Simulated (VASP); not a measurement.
**Ti4C3: relaxation of cell and atoms with PBE**

Ti4C3:

```
Ti C
1.0
     4.29125    0.01016    0.03618
     0.01016    4.43722   -0.02676
     0.03618   -0.02676    4.24201
Ti C
4 3
Direct
  0.48573 0.01198 0.99629
  0.02781 0.49634 0.99242
  0.97480 0.98352 0.49807
  0.47831 0.54815 0.50650
  0.99217 0.50455 0.51034
  0.54619 0.98982 0.53211
  0.49498 0.46563 0.96428
```

```
Program                : VASP 6.6.1
Task                   : relaxation of cell and atoms
Functional             : PBE
Potentials or basis    : VASP PAW PBE potentials, release 64 (Ti_sv, C)
Cutoff                 : 600 eV
k mesh                 : 6 × 6 × 6
Occupations            : gaussian, width 0.2 eV
Spin                   : no spin polarisation
Dipole correction      : no
Further INCAR settings : ALGO = Normal; EDIFF = 1e-06; IBRION = 2; EDIFFG = -0.025; NSW = 80; ISIF = 3
```

```json
{
 "Relaxed volume": "11.43 Å³/atom",
 "Relaxed cell": "a = 4.309 Å, b = 4.309 Å, c = 4.309 Å, α = 90.00°, β = 89.99°, γ = 90.00°",
 "Space group after relaxing (to 0.1 Å)": "Pm-3m (No. 221)",
 "Energy gained by relaxing": "257.9 meV/atom",
 "Ionic steps": "11",
 "Pressure after relaxing": "0.2 GPa",
 "Largest force after relaxing": "0.020 eV/Å",
 "Band gap on the k mesh": "zero (bands 30 and 31 overlap by 1.16 eV)"
}
```

Forces on the atoms (eV/Å):
```
Ti   0.007 -0.006 -0.011
Ti  -0.012  0.006 -0.006
Ti   0.013 -0.014  0.006
Ti  -0.001 -0.003  0.005
C   -0.001 -0.002  0.017
C   -0.017  0.010 -0.001
C    0.011  0.010 -0.009
```

The path:
```tsv
step	energy change (eV)	largest force (eV/Å)	pressure (GPa)	volume (Å³)
1	0.0000	4.3798	9.11	80.76
2	-1.1329	1.0194	-17.11	88.61
3	-1.2513	1.4659	-12.71	86.34
4	-1.6619	0.9296	7.80	77.61
5	-1.7308	0.8292	1.13	79.80
6	-1.7965	0.2023	0.12	80.07
7	-1.7981	0.2381	0.00	80.12
8	-1.8037	0.0867	-0.10	80.13
9	-1.8044	0.0683	-0.12	80.14
10	-1.8050	0.0284	0.11	80.05
11	-1.8050	0.0201	0.19	80.01
```

Final structure:
```cif
data_structure
_symmetry_space_group_name_H-M 'P 1'
_symmetry_Int_Tables_number 1
_cell_length_a 4.3085
_cell_length_b 4.3092
_cell_length_c 4.3094
_cell_angle_alpha 90.001
_cell_angle_beta 89.993
_cell_angle_gamma 89.999
_cell_volume 80.01
loop_
_atom_site_label
_atom_site_type_symbol
_atom_site_fract_x
_atom_site_fract_y
_atom_site_fract_z
_atom_site_occupancy
Ti1 Ti 0.49981 0.00001 0.00018 1
Ti2 Ti 0.00014 0.49988 0.99998 1
Ti3 Ti 0.99986 0.00022 0.49990 1
Ti4 Ti 0.50004 0.50005 0.49999 1
C1 C 0.00002 0.50014 0.49968 1
C2 C 0.50032 0.99988 0.50013 1
C3 C 0.49982 0.49982 0.00014 1
```

Levels at points of the mesh, in eV from the Fermi level:
| k point | band 27 | band 28 | band 29 | band 30 | band 31 | band 32 | band 33 | band 34 |
| --- | --- | --- | --- | --- | --- | --- | --- | --- |
| (0.00, 0.00, 0.00) | -0.23 | -0.23 | -0.23 | 0.56 | 0.56 | 0.56 | 0.81 | 0.81 |
| (0.50, 0.00, 0.00) | -1.71 | -0.81 | -0.65 | -0.60 | -0.60 | 1.01 | 1.01 | 1.39 |
| (0.00, 0.50, 0.00) | -1.71 | -0.81 | -0.65 | -0.60 | -0.60 | 1.01 | 1.01 | 1.39 |
| (0.50, 0.50, 0.00) | -2.82 | -2.78 | -0.87 | -0.50 | 0.52 | 0.52 | 1.93 | 1.95 |
| (0.00, 0.00, 0.50) | -1.71 | -0.81 | -0.65 | -0.60 | -0.60 | 1.01 | 1.01 | 1.39 |
| (0.50, 0.00, 0.50) | -2.82 | -2.78 | -0.87 | -0.50 | 0.52 | 0.52 | 1.93 | 1.95 |
| (0.00, 0.50, 0.50) | -2.82 | -2.78 | -0.87 | -0.49 | 0.52 | 0.52 | 1.93 | 1.95 |
| (0.50, 0.50, 0.50) | -3.12 | -3.12 | 0.04 | 0.04 | 0.04 | 0.09 | 2.70 | 2.70 |

Run time: 22 min on 1 thread of Intel(R) Xeon(R) 6975P-C (Granite Rapids) (shared host), peak memory 0.45 GiB.
